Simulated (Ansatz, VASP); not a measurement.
# InSe: VASP beside Ansatz

```
CELL_PARAMETERS angstrom
2.04437 1.18031 9.21754
-2.04437 1.18031 9.21754
0.00000 -2.36063 9.21754
ATOMIC_POSITIONS crystal
In 0.00500 0.00500 0.00500
In 0.10718 0.10718 0.10718
Se 0.62567 0.62567 0.62567
Se 0.81985 0.81985 0.81985
```

Alike in both runs: functional PBE; k mesh 10 × 10 × 10; occupations gaussian, width 0.05 eV; no spin polarisation.

Ansatz relaxed the structure, and its values are those at the end. VASP's run is a single point on that final structure, the one shown.

|  | VASP | Ansatz |
| --- | --- | --- |
| version | VASP 6.6.1 | Ansatz 0.2.0 |
| potentials or method | VASP PAW PBE potentials, release 64 (In_d, Se), cutoff 520 eV | scalar-relativistic, plane waves, PAW |
| valence electrons in the cell | 38 | 58 |

|  | VASP | Ansatz | Ansatz less VASP |
| --- | --- | --- | --- |
| gap on the k mesh at the Fermi level (eV) | 0.70 | 0.71 | +0.011 |
| least direct gap on the mesh (eV) | 0.70 | 0.71 | +0.011 |
| pressure (GPa) | 0.0 | 0.0 | -0.03 |
| rms of the force components (eV/Å) | 0.008 | 0.000 | -0.0076 |

With one functional, cell and mesh, what is left measures potentials, basis and numerics. VASP's potentials hold 38 valence electrons a cell and Ansatz's 58, so a difference there can come from the potentials and not from the codes.
